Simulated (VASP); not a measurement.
Crystal: I.

```
I
1.0
     0.00000    2.41200    3.98652
     2.23524    0.00000    3.98652
     2.23524    2.41200    0.00000
I
1
Direct
  0.00000 0.00000 0.00000
```

Base run:

| Quantity | Value |
| --- | --- |
| Program | VASP 6.6.1 |
| Functional | PBEsol |
| Potentials or basis | VASP PAW PBE potentials, release 64 (I) |
| Cutoff | 520 eV |
| k mesh | 9 × 9 × 9 |
| Occupations | fermi-dirac, width 0.05 eV |
| Spin | no spin polarisation |

Its results: pressure -2.5 GPa.

Problem. The run is repeated on the same cell with these changes: functional from PBEsol to PBE. What comes out?

Solution. Pressure -0.9 GPa.

PBE binds less tightly than PBEsol, so the same cell stands under more pressure.

Caveats: an odd number of electrons without spin polarisation forces a metal; a magnetic or distorted state may lie lower; the PAW data sets were made with another functional, which shifts forces and pressure a little (some runs).
